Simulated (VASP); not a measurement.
Ti: single point with LDA

The system is Ti.

```
Ti
1.0
    -1.60750    1.60750    1.60750
     1.60750   -1.60750    1.60750
     1.60750    1.60750   -1.60750
Ti
1
Direct
  0.00000 0.00000 0.00000
```

This cell differs from its parent crystal: volume scaled by 0.94.

```
Program                : VASP 6.6.1
Task                   : single point
Functional             : LDA
Potentials or basis    : VASP PAW LDA potentials, release 64 (Ti_sv)
Cutoff                 : 520 eV
k mesh                 : 11 × 11 × 11
Occupations            : fermi-dirac, width 0.05 eV
Spin                   : no spin polarisation
Dipole correction      : no
Further INCAR settings : ALGO = Normal; EDIFF = 1e-07; NBANDS = 12
```

* Pressure: -5.4 GPa
* Band gap on the k mesh: zero (band 6 reaches 9.33 eV, above the bottom of band 7 at 7.67 eV)

Levels at points of the mesh, in eV from the Fermi level:
```tsv
k point	band 2	band 3	band 4	band 5	band 6	band 7	band 8	band 9	band 10	band 11
(0.00, 0.00, 0.00)	-31.90	-31.90	-31.90	-5.95	1.01	1.01	1.01	2.88	2.88	17.83
```

It took 9.7 s on 1 thread of AMD EPYC 7R43 64-Core Processor (Zen 3), on a shared host, peak memory 0.1 GiB.
